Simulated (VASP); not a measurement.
**Sb2P: relaxation of cell and atoms with r2SCAN**

Crystal: Sb2P.

```
Sb P
1.0
     0.00000    4.19076    4.19076
     4.19076    0.00000    4.19076
     4.19076    4.19076    0.00000
Sb P
4 2
Cartesian
  5.2385 5.2385 5.2385
  5.2385 3.1431 3.1431
  3.1431 3.1431 5.2385
  3.1431 5.2385 3.1431
  0.0000 0.0000 0.0000
  2.0954 2.0954 2.0954
```

```yaml
Program: VASP 6.6.1
Task: relaxation of cell and atoms
Functional: r2SCAN
Potentials_or_basis: VASP PAW PBE potentials, release 64 (Sb, P)
Cutoff: 600 eV
k_mesh: 8 × 8 × 8
Occupations: gaussian, width 0.1 eV
Spin: no spin polarisation
Dipole_correction: no
Further_INCAR_settings: ALGO = Normal; EDIFF = 1e-07; IBRION = 2; EDIFFG = -0.01; NSW = 100; ISIF = 3
```

```json
{
 "Relaxed volume": "25.95 Å³/atom",
 "Relaxed cell": "a = 6.039 Å, b = 6.039 Å, c = 6.039 Å, α = 60.00°, β = 60.00°, γ = 60.00°",
 "Space group after relaxing (to 0.1 Å)": "Fd-3m (No. 227)",
 "Energy gained by relaxing": "15.6 meV/atom",
 "Ionic steps": "3",
 "Pressure after relaxing": "0.0 GPa",
 "Band gap on the k mesh": "zero (bands 15 and 16 overlap by 0.64 eV)"
}
```

The path:
| step | energy change (eV) | largest force (eV/Å) | pressure (GPa) | volume (Å³) |
| --- | --- | --- | --- | --- |
| 1 | 0.0000 | 0.0000 | 3.72 | 147.20 |
| 2 | -0.0764 | 0.0000 | -1.38 | 159.69 |
| 3 | -0.0939 | 0.0000 | 0.01 | 155.71 |

Final structure:
```
CELL_PARAMETERS angstrom
0.00000 4.27000 4.27000
4.27000 0.00000 4.27000
4.27000 4.27000 0.00000
ATOMIC_POSITIONS crystal
Sb 0.62500 0.62500 0.62500
Sb 0.12500 0.62500 0.62500
Sb 0.62500 0.62500 0.12500
Sb 0.62500 0.12500 0.62500
P 0.00000 0.00000 0.00000
P 0.25000 0.25000 0.25000
```

Levels at points of the mesh, in eV from the Fermi level:
| k point | band 12 | band 13 | band 14 | band 15 | band 16 | band 17 | band 18 | band 19 |
| --- | --- | --- | --- | --- | --- | --- | --- | --- |
| (0.00, 0.00, 0.00) | -2.58 | -1.96 | -1.96 | -1.96 | 1.15 | 1.15 | 1.15 | 4.50 |
| (0.50, 0.00, 0.00) | -1.69 | -1.15 | -1.15 | -0.04 | 0.28 | 0.77 | 1.14 | 1.14 |
| (0.50, 0.50, 0.00) | -0.98 | -0.65 | -0.65 | -0.30 | -0.30 | 0.27 | 0.27 | 0.38 |

It took 30 min on 1 thread of Intel Xeon 8259CL (shared host), peak memory 0.42 GiB.

Caveat: the PAW data sets were made with another functional, which shifts forces and pressure a little; spin-orbit coupling is left out, which moves the levels of the heavy elements.
